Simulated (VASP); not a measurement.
The system is Ir.

```
Ir
1.0
     0.00000    1.93606    1.93606
     1.93606    0.00000    1.93606
     1.93606    1.93606    0.00000
Ir
1
Cartesian
  0.0000 0.0000 0.0000
```

Base run:

* Program: VASP 6.6.1
* Functional: PBE
* Potentials or basis: VASP PAW PBE potentials, release 64 (Ir)
* Cutoff: 520 eV
* k mesh: 14 × 14 × 14
* Occupations: fermi-dirac, width 0.6 eV
* Spin: no spin polarisation

Its results: pressure 10.7 GPa.

Q: The run is repeated on the same cell with these changes: occupations from fermi-dirac, width 0.6 eV to methfessel-paxton, width 0.03 eV. What comes out?

A: Pressure 0.3 GPa.
